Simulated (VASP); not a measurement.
# ZnS (Cm) in VASP: single point with r2SCAN

Aim: the single point of ZnS with r2SCAN.

All numbers are computed with VASP 6.6.1; they aren't measurements. Logs are shortened: lines on timing, memory, paths and dates and some standing lists are left out, and cuts for length are marked.

## Step 1: The cell of the first run

The typed cell holds 4 atoms: a = 3.812 Å, b = 3.812 Å, c = 5.386 Å, α = 90.00°, β = 90.02°, γ = 90.00°.

## Step 2: Single point, r2SCAN

POSCAR

```
ZnS
1.0
   -0.0005124582     -2.6955538605     -2.6955090815
   -0.0000134175      2.6951678334     -2.6951230544
    5.3863418360      0.0004990407      0.0005258756
Zn S
2 2
Direct
    0.5000333692      0.4999994296      0.4999884420
    0.0000316546     -0.0000011295     -0.0000113256
   -0.0000330425      0.5000007799      0.2500114669
    0.4999680187      0.0000009199      0.7500114168
```

INCAR.step1

```
SYSTEM = ZnS
PREC = Accurate
ENCUT = 520
ISMEAR = 0
SIGMA = 0.05
LREAL = .False.
LASPH = .True.
NELM = 60
NBANDS = 26
GGA = PE
ALGO = Normal
EDIFF = 1E-4
LWAVE = .True.
LCHARG = .False.
```

INCAR.step2

```
SYSTEM = ZnS
PREC = Accurate
ENCUT = 520
EDIFF = 1E-7
ISMEAR = 0
SIGMA = 0.05
LREAL = .False.
LASPH = .True.
NELM = 60
ALGO = Normal
ISIF = 2
LWAVE = .False.
LCHARG = .True.
METAGGA = R2SCAN
LMIXTAU = .True.
LELF = .True.
LVHAR = .True.
NBANDS = 26
ISTART = 1
```

KPOINTS

```
regular mesh
0
Gamma
  6 6 4
  0 0 0
```

Potentials or basis: VASP PAW PBE potentials, release 64 (Zn, S).

Launch:

```sh
> cat potpaw_PBE.64/Zn/POTCAR potpaw_PBE.64/S/POTCAR > POTCAR
> cp INCAR.step1 INCAR
> mpirun -np 1 vasp_std > vasp.out
> cp INCAR.step2 INCAR
> mpirun -np 1 vasp_std > vasp.out
```

OUTCAR:

```text
SYSTEM = ZnS
   PREC = Accurate
   ENCUT = 520
   EDIFF = 1E-7
   ISMEAR = 0
   LREAL = .False.
   LASPH = .True.
   NELM = 60
   ISIF = 2
   METAGGA = R2SCAN
   ISTART = 1

 ion  position               nearest neighbor table
   1  0.500  0.500  0.500-   3 2.33   4 2.33   4 2.33   3 2.33
   2  0.000  1.000  1.000-   4 2.33   3 2.33   3 2.33   4 2.33
   3  1.000  0.500  0.250-   1 2.33   2 2.33   2 2.33   1 2.33
   4  0.500  0.000  0.750-   2 2.33   1 2.33   1 2.33   2 2.33

  LATTYP: Found a simple monoclinic cell.
 ALAT       =     3.8120571987
 B/A-ratio  =     0.9998567810
 C/A-ratio  =     1.4129750956
 COS(beta)  =    -0.0002689795

  Lattice vectors:

 A1 = (  -0.0005124582,  -2.6955538605,  -2.6955090815)
 A2 = (  -0.0000134175,   2.6951678334,  -2.6951230544)
 A3 = (   5.3863418360,   0.0004990407,   0.0005258756)

Analysis of symmetry for initial positions (statically):
=====================================================================
 Subroutine PRICEL returns following result:

  LATTYP: Found a base centered monoclinic cell.
 ALAT       =     6.5996690524
 B/A-ratio  =     0.5775306624
 C/A-ratio  =     0.8161533316
 COS(beta)  =    -0.8163090777

  Lattice vectors:

 A1 = (  -2.6934216910,  -2.6956134823,  -0.0004620800)
 A2 = (  -2.6934351085,  -0.0004456489,  -2.6955851344)
 A3 = (   5.3863418360,   0.0004990407,   0.0005258756)

   2 primitive cells build up your supercell.

 Routine SETGRP: Setting up the symmetry group for a
 simple monoclinic supercell.

 Subroutine GETGRP returns: Found  2 space group operations
 (whereof  2 operations were pure point group operations)
 out of a pool of  4 trial point group operations.

The static configuration has the point symmetry C_1h.

Analysis of symmetry for dynamics (positions and initial velocities):
=====================================================================
 Subroutine PRICEL returns following result:

  LATTYP: Found a base centered monoclinic cell.
 ALAT       =     6.5996690524
 B/A-ratio  =     0.5775306624
 C/A-ratio  =     0.8161533316
 COS(beta)  =    -0.8163090777

  Lattice vectors:

 A1 = (  -2.6934216910,  -2.6956134823,  -0.0004620800)
 A2 = (  -2.6934351085,  -0.0004456489,  -2.6955851344)
 A3 = (   5.3863418360,   0.0004990407,   0.0005258756)

   2 primitive cells build up your supercell.

 Routine SETGRP: Setting up the symmetry group for a
 simple monoclinic supercell.

 Subroutine GETGRP returns: Found  2 space group operations
 (whereof  2 operations were pure point group operations)
 out of a pool of  4 trial point group operations.

The dynamic configuration has the point symmetry C_1h.

 Subroutine INISYM returns: Found  2 space group operations
 (whereof  2 operations are pure point group operations),
 and found     2 'primitive' translations

----------------------------------------------------------------------------------------

                                     Primitive cell

  volume of cell :      39.1311

  direct lattice vectors                    reciprocal lattice vectors
    -2.693421691 -2.695613482 -0.000462080     0.000034371 -0.371007414  0.000026993
    -2.693435109 -0.000445649 -2.695585134     0.000036220  0.000027408 -0.371013164
     5.386341836  0.000499041  0.000525876     0.185690059 -0.185507275 -0.185511281

  length of vectors
     3.810623658  3.810613087  5.386341885     0.371007417  0.371013166  0.321415902

  position of ions in fractional coordinates (direct lattice)
     0.000032784  0.000030525  0.000020329
     0.499963867  0.499963190  0.249975460

  ion indices of the primitive-cell ions
   primitive index   ion index
                 1           1
                 2           3

----------------------------------------------------------------------------------------

 KPOINTS: regular mesh

Automatic generation of k-mesh.
 Grid dimensions read from file:
 generate k-points for:    6    6    4

 Generating k-lattice:

  Cartesian coordinates                     Fractional coordinates (reciprocal lattice)
     0.000005883 -0.030915107 -0.030915620     0.166666667  0.000000000 -0.000000000
     0.000000154  0.030919534 -0.030920048    -0.000000000  0.166666667  0.000000000
     0.046413691 -0.000004296 -0.000004528     0.000000000  0.000000000  0.250000000

  Length of vectors
     0.043720927  0.043727188  0.046413691

  Shift w.r.t. Gamma in fractional coordinates (k-lattice)
     0.000000000  0.000000000  0.000000000

 Subroutine IBZKPT returns following result:
 ===========================================

 Found     56 irreducible k-points:

 Following reciprocal coordinates:
            Coordinates               Weight
  0.000000  0.000000  0.000000      1.000000
  0.166667  0.000000 -0.000000      2.000000
  0.333333  0.000000  0.000000      2.000000
  0.500000  0.000000 -0.000000      1.000000
  0.000000  0.166667  0.000000      2.000000
  0.166667  0.166667  0.000000      4.000000
[... 16 lines left out ...]
  0.000000  0.166667  0.250000      4.000000
  0.166667  0.166667  0.250000      4.000000
 [... further k-points ...]
   k-points           NKPTS =     56   k-points in BZ     NKDIM =     56   number of bands    NBANDS=     26
   number of dos      NEDOS =    301   number of ions     NIONS =      4
   total plane-waves  NPLWV =  31360
   dimension x,y,z NGX =    28 NGY =   28 NGZ =   40
   dimension x,y,z NGXF=    56 NGYF=   56 NGZF=   80
   ions per type =               2   2
   NGX,Y,Z   is equivalent  to a cutoff of  12.21, 12.21, 12.35 a.u.
   NGXF,Y,Z  is equivalent  to a cutoff of  24.42, 24.43, 24.69 a.u.
 SYSTEM =  ZnS
   PREC   = accura    normal or accurate (medium, high low for compatibility)
   ISTART =      1    job   : 0-new  1-cont  2-samecut
   ICHARG =      0    charge: 1-file 2-atom 10-const
   ISPIN  =      1    spin polarized calculation?
   LNONCOLLINEAR =      F non collinear calculations
   LSORBIT =      F    spin-orbit coupling
   LASPH  =      T    aspherical Exc in radial PAW
   ENCUT  =  520.0 eV  38.22 Ry    6.18 a.u.   7.09  7.09 10.02*2*pi/ulx,y,z
   NELM   =     60;   NELMIN=  2; NELMDL=  0     # of ELM steps
   EDIFF  = 0.1E-06   stopping-criterion for ELM
   LREAL  =      F    real-space projection
   EDIFFG = 0.1E-05   stopping-criterion for IOM
   NSW    =      0    number of steps for IOM
   IBRION =     -1    ionic relax: 0-MD 1-quasi-New 2-CG
   NFREE  =      0    steps in history (QN), initial steepest desc. (CG)
   ISIF   =      2    stress and relaxation
   ISYM   =      2    0-nonsym 1-usesym 2-fastsym
   POTIM  = 0.5000    time-step for ionic-motion
   TEBEG  =    0.0;   TEEND  =   0.0 temperature during run
   PSTRESS=    0.0 pullay stress
   NELECT =      36.0000    total number of electrons
   NUPDOWN=      -1.0000    fix difference up-down
   EMIN   =  10.00;   EMAX   =-10.00  energy-range for DOS
   EFERMI =   0.00;   METHOD = LEGACY
   ISMEAR =     0;   SIGMA  =   0.05  broadening in eV -4-tet -1-fermi 0-gaus
   EFERMI_NEDOS =   21; number of points for ismear=-14 and -15
   IALGO  =     38    algorithm
   IMIX   =      4    mixing-type and parameters
     AMIX     =   0.40;   BMIX     =  1.00
     AMIX_MAG =   1.60;   BMIX_MAG =  1.00
  volume/ion in A,a.u.               =      19.57       132.03
  Fermi-wavevector in a.u.,A,eV,Ry     =   1.263743  2.388128 21.729141  1.597047
  Thomas-Fermi vector in A             =   2.397084
   LORBIT       =      0    0 simple, 1 ext, 2 COOP (PROOUT), +10 PAW based schemes
   METAGGA = R2SCAN    functional components
   LHFCALC =     F    Hartree Fock is set to
   AEXX    =    0.0000 exact exchange contribution
   IVDW    =     0    specifies the selected vdW correction
   LEPSILON=     F    determine dielectric tensor
   LRPA    =     F    only Hartree local field effects (RPA)
 non-spin polarized calculation
 Gauss-broadening in eV      SIGMA  =   0.05
  energy-cutoff  :      520.00
  volume of cell :       78.26
 maximum number of plane-waves:      2131
   NGX = 15   NGY = 15   NGZ = 21

 number of electron      35.9999998 magnetization

 Free energy of the ion-electron system (eV)
  ---------------------------------------------------
  ext. energy  EPLUGINS =         0.00000000
  ---------------------------------------------------
  free energy    TOTEN  =       -37.73178070 eV

  energy without entropy =      -37.73178070  energy(sigma->0) =      -37.73178070

 E-fermi :   2.1734     XC(G=0): -10.3255

 val. band max:        1.9106325557   @ k =   0.0000   0.0000   0.0000
 cond. band min:       4.6217816850   @ k =   0.0000   0.0000   0.0000
 fundamental gap:      2.7111491293
 Fermi energy:         2.1734011822

 k-point     1 :       0.0000    0.0000    0.0000
  band No.  band energies     occupation
      1     -11.8258      2.00000
      2     -10.5402      2.00000
      3      -4.6297      2.00000
      4      -4.6252      2.00000
      5      -4.6250      2.00000
      6      -4.6229      2.00000
[... 18 lines left out ...]
     25      13.7408      0.00000
     26      14.2199      0.00000

 k-point     2 :       0.1667    0.0000   -0.0000
  band No.  band energies     occupation
      1     -11.6828      2.00000
      2     -10.5437      2.00000
      3      -4.6253      2.00000
      4      -4.6017      2.00000
      5      -4.5885      2.00000
      6      -4.5642      2.00000
[... 18 lines left out ...]
     25      12.5955      0.00000
     26      13.1576      0.00000

 k-point     3 :       0.3333    0.0000    0.0000
  band No.  band energies     occupation
      1     -11.3134      2.00000
      2     -10.6225      2.00000
      3      -4.5691      2.00000
      4      -4.5399      2.00000
      5      -4.5195      2.00000
      6      -4.4970      2.00000
[... 572 lines left out ...]
 k-point    23 :       0.0000    0.1667    0.2500
  band No.  band energies     occupation
      1     -11.5348      2.00000
      2     -10.7322      2.00000
      3      -4.6083      2.00000
      4      -4.5751      2.00000
      5      -4.5717      2.00000
      6      -4.5691      2.00000
[... 18 lines left out ...]
     25      11.0649      0.00000
     26      12.0984      0.00000

 k-point    24 :       0.1667    0.1667    0.2500
  band No.  band energies     occupation
      1     -11.4108      2.00000
      2     -10.6981      2.00000
      3      -4.6037      2.00000
      4      -4.5475      2.00000
      5      -4.5350      2.00000
      6      -4.5120      2.00000
[... 18 lines left out ...]
     25       9.7813      0.00000
     26      12.3790      0.00000

 [... further k-points ...]

------------------------ aborting loop because EDIFF is reached ----------------------------------------

  FORCE on cell =-STRESS in cart. coord.  units (eV):
  Direction    XX          YY          ZZ          XY          YZ          ZX
  --------------------------------------------------------------------------------------
  -------------------------------------------------------------------------------------
  Total        0.0345997      0.0324926      0.0324915     -0.0047414     -0.0038703     -0.0047407
  in kB        0.7083242      0.6651888      0.6651657     -0.0970668     -0.0792337     -0.0970520
  external PRESSURE =       0.6795596 kB  Pullay stress =       0.0000000 kB

 VOLUME and BASIS-vectors are now :
 -----------------------------------------------------------------------------
  energy-cutoff  :      520.00
  volume of cell :       78.26
      direct lattice vectors                 reciprocal lattice vectors
    -0.000512458 -2.695553861 -2.695509082     0.000035296 -0.185490639 -0.185493721
    -0.000013417  2.695167833 -2.695123054     0.000000925  0.185517204 -0.185520286
     5.386341836  0.000499041  0.000525876     0.185654763 -0.000017186 -0.000018110

 POSITION                                       TOTAL-FORCE (eV/Angst)
 -----------------------------------------------------------------------------------
      2.69285     -0.00003     -2.69514        -0.000155     -0.000051     -0.000051
      5.38627      2.69558     -2.69468        -0.000155     -0.000051     -0.000051
      1.34613     -1.34775     -4.04285         0.000155      0.000051      0.000051
      4.03956     -1.34731     -1.34728         0.000155      0.000051      0.000051
 -----------------------------------------------------------------------------------
    total drift:                               -0.000259     -0.001995      0.002005

  FREE ENERGIE OF THE ION-ELECTRON SYSTEM (eV)
  ---------------------------------------------------
  free  energy   TOTEN  =       -37.7317807020 eV

  energy  without entropy=      -37.7317807020  energy(sigma->0) =      -37.73178070
```

Run time: 8.8 min. Hardware: 1 thread of Intel Xeon 8259CL, shared host; peak memory 0.24 GiB.

What came out:

```
Free energy            : -37.7318 eV
Pressure               : 0.1 GPa
Band gap on the k mesh : 2.71 eV
```

Caveat: the PAW data sets were made with another functional, which shifts forces and pressure a little.
